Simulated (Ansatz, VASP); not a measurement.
Given: the input of a run of Ansatz 0.2.0 on CO2.

input.yaml

```yaml
crystal:
  lattice:
    - [5.62, 0.0, 0.0]
    - [0.0, 5.62, 0.0]
    - [0.0, 0.0, 5.62]
  atoms:
    - { symbol: O, position: [0.167533, 0.338576, 0.666674] }
    - { symbol: O, position: [0.334496, 0.664652, 0.162018] }
    - { symbol: O, position: [0.6742, 0.161394, 0.320512] }
    - { symbol: O, position: [0.823574, 0.840077, 0.836395] }
    - { symbol: O, position: [0.834015, 0.66632, 0.337407] }
    - { symbol: O, position: [0.653287, 0.332128, 0.843958] }
    - { symbol: O, position: [0.33571, 0.825613, 0.665708] }
    - { symbol: O, position: [0.161788, 0.155509, 0.168329] }
    - { symbol: C, position: [-0.003662, 0.499912, 0.489079] }
    - { symbol: C, position: [0.506348, 0.492755, 0.006328] }
    - { symbol: C, position: [0.509989, -0.001407, 0.493422] }
    - { symbol: C, position: [-0.00652, -0.003462, 0.005155] }
hamiltonian:
  xc: pbesol
  pseudopotentials: { kind: paw }
kpoints:
  mp_grid: { grid: [5, 5, 5] }
scf:
  occupations: { method: fermi_dirac, width: 0.05 }
output:
  forces: true
  stress: true
  eigenvalues: true
```

Potentials or basis: Ansatz PAW.

Launch:

```bash
$ ansatz run input.yaml --threads 4 --pin off --max-ram 11264MiB --backend cpu --events-out ev --progress --plain --runs-dir out
```

Q: Set up the same calculation for VASP 6.6.1. Potentials there: VASP PAW PBE potentials, release 64 (O, C).

A: As run (the cutoff follows the program's own potentials):

INCAR

```
SYSTEM = CO2
PREC     = Accurate       ! precision mode
ENCUT    = 600            ! plane-wave cutoff, eV
EDIFF    = 1E-6           ! SCF threshold, eV
ISMEAR   = -1             ! smearing method
SIGMA    = 0.05           ! smearing width, eV
LREAL    = .FALSE.        ! projectors in reciprocal space
LASPH    = .TRUE.         ! aspherical terms in the spheres
NELM     = 120            ! most SCF steps
ALGO     = Normal         ! electronic algorithm
ISIF     = 2              ! what is computed and relaxed
LWAVE    = .FALSE.        ! write WAVECAR
LCHARG   = .FALSE.        ! write CHGCAR
GGA      = PS             ! functional
NBANDS   = 44             ! bands
GGA_COMPAT= .FALSE.
```

File KPOINTS:

```
Automatic mesh
0
G
  5 5 5
  0 0 0
```

The input POSCAR:

```
CO2
1.0
    5.6200000000      0.0000000000      0.0000000000
    0.0000000000      5.6200000000      0.0000000000
    0.0000000000      0.0000000000      5.6200000000
O C
8 4
Direct
    0.1675330000      0.3385760000      0.6666740000
    0.3344960000      0.6646520000      0.1620180000
    0.6742000000      0.1613940000      0.3205120000
    0.8235740000      0.8400770000      0.8363950000
    0.8340150000      0.6663200000      0.3374070000
    0.6532870000      0.3321280000      0.8439580000
    0.3357100000      0.8256130000      0.6657080000
    0.1617880000      0.1555090000      0.1683290000
   -0.0036620000      0.4999120000      0.4890790000
    0.5063480000      0.4927550000      0.0063280000
    0.5099890000     -0.0014070000      0.4934220000
   -0.0065200000     -0.0034620000      0.0051550000
```

Potentials or basis: VASP PAW PBE potentials, release 64 (O, C).

The run is started by

```console
$ cat potpaw_PBE.64/O/POTCAR potpaw_PBE.64/C/POTCAR > POTCAR
$ mpirun -np 1 vasp_std > vasp.out
```

Both were run:

|  | VASP | Ansatz | Ansatz less VASP |
| --- | --- | --- | --- |
| gap on the k mesh at the Fermi level (eV) | 1.19 | 1.22 | +0.025 |
| least direct gap on the mesh (eV) | 1.23 | 1.25 | +0.025 |
| rms of the force components (eV/Å) | 4.824 | 4.870 | +0.0464 |

VASP's potentials were made for PBE, not for PBEsol. Atom by atom the forces differ by 0.048 eV/Å (rms over components).

Noted on Ansatz's run: the cell as given lies far from equilibrium; odd divisions of the mesh miss points on the zone boundary, where band edges often lie, so the gap on the mesh can be too wide.
